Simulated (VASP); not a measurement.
Set up this calculation in VASP 6.6.1, as the native input.

```yaml
Task: single point
Functional: PBEsol
Potentials_or_basis: VASP PAW PBE potentials, release 64 (Mg)
Cutoff: 520 eV
k_mesh: 9 × 9 × 9
Occupations: fermi-dirac, width 0.1 eV
Spin: no spin polarisation
Dipole_correction: no
Further_INCAR_settings: ALGO = Normal; EDIFF = 1e-06; NBANDS = 9
```

The structure of Mg lies in POSCAR:

```
Mg
1.0
    0.0000000000      3.5176914296      3.5176914296
    3.5176914296      0.0000000000      3.5176914296
    3.5176914296      3.5176914296      0.0000000000
Mg
2
Direct
    0.1250000000      0.1250000000      0.1250000000
    0.8750000000      0.8750000000      0.8750000000
```

This cell differs from its parent crystal: volume scaled by 1.12.

The input as run:

INCAR

```
SYSTEM = Mg
PREC = Accurate ; ENCUT = 520
EDIFF = 1E-6 ; ISMEAR = -1
SIGMA = 0.1 ; LREAL = .FALSE.
LASPH = .TRUE. ; NELM = 80
ALGO = Normal ; ISIF = 2
LWAVE = .FALSE. ; LCHARG = .TRUE.
GGA = PS ; LELF = .TRUE.
LVHAR = .TRUE. ; NBANDS = 9
```

KPOINTS

```
Automatic mesh
0
G
  9 9 9
  0 0 0
```

Potentials or basis: VASP PAW PBE potentials, release 64 (Mg).

Command:

```bash
$ cat potpaw_PBE.64/Mg/POTCAR > POTCAR
$ mpirun -np 1 vasp_std > vasp.out
```

It gave:

| Property | Result |
| --- | --- |
| Pressure | -1.1 GPa |
| Band gap on the k mesh | zero (band 2 reaches 2.85 eV, above the bottom of band 3 at -0.57 eV) |

Caveat: the PAW data sets were made with another functional, which shifts forces and pressure a little.

Run time: 28 s on 1 thread of Intel Xeon 6975P-C (shared host), peak memory 0.24 GiB.
